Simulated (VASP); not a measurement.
A run of VASP 6.6.1:

Contents of INCAR:

```
ALGO = Normal ; EDIFF = 1E-6
ENCUT = 520 ; GGA = PS
ISIF = 2 ; ISMEAR = -1
LASPH = T ; LCHARG = F
LREAL = F ; LWAVE = F
NBANDS = 18 ; NELM = 100
PREC = Accurate ; SIGMA = 0.1
```

Contents of KPOINTS:

```
k-points
0
Gamma
  9 9 9
```

Contents of POSCAR:

```
Y
1.0
    0.0000000000      3.2700537545      3.2700537545
    3.2700537545      0.0000000000      3.2700537545
    3.2700537545      3.2700537545      0.0000000000
Y
2
Direct
    0.1250000000      0.1250000000      0.1250000000
    0.8750000000      0.8750000000      0.8750000000
```

Potentials or basis: VASP PAW PBE potentials, release 64 (Y_sv).

The run is started by

```sh
$ cat potpaw_PBE.64/Y_sv/POTCAR > POTCAR
$ mpirun -np 1 vasp_std > vasp.out
```

Hardware: 1 thread of Intel Xeon 8259CL, with other jobs on the host.

How long does it take, and how much memory?

It took 82 s on 1 thread of Intel Xeon 8259CL, on a shared host, peak memory 0.23 GiB. Counts: scf iterations 13, k points 35.
